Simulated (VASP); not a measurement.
Input of a VASP 6.6.1 run:

File INCAR:

```
ALGO = Normal ; EDIFF = 1E-6
EDIFFG = -0.01 ; ENCUT = 600
GGA = PE ; IBRION = 2
ISIF = 3 ; ISMEAR = -1
IVDW = 12 ; LASPH = True
LCHARG = False ; LREAL = False
LWAVE = False ; NELM = 100
NSW = 60 ; PREC = Accurate
SIGMA = 0.05
```

Contents of KPOINTS:

```
k-points
0
Gamma
  13 13 13
```

Contents of POSCAR:

```
Cu
1.0
   -1.4427933200      1.4427933200      1.3760814500
    1.4427933200     -1.4427933200      1.3760814500
    1.4427933200      1.4427933200     -1.3760814500
Cu
1
Direct
    0.0000000000      0.0000000000      0.0000000000
```

Potentials or basis: VASP PAW PBE potentials, release 64 (Cu).

Run with:

```bash
$ cat potpaw_PBE.64/Cu/POTCAR > POTCAR
$ mpirun -np 1 vasp_std > vasp.out
```

Estimate the relaxed cell.

a = 2.457 Å, b = 2.457 Å, c = 2.457 Å, α = 108.21°, β = 108.21°, γ = 112.02°.

Estimate the relaxed volume.

11.40 Å³/atom.

What does it give for the dispersion energy per atom?

-0.605 eV.

The path:
| step | energy change (eV) | largest force (eV/Å) | pressure (GPa) | volume (Å³) |
| --- | --- | --- | --- | --- |
| 1 | 0.0000 | 0.0000 | -0.82 | 11.46 |
| 2 | -0.0001 | 0.0000 | 0.44 | 11.36 |
| 3 | -0.0002 | 0.0000 | 0.10 | 11.40 |
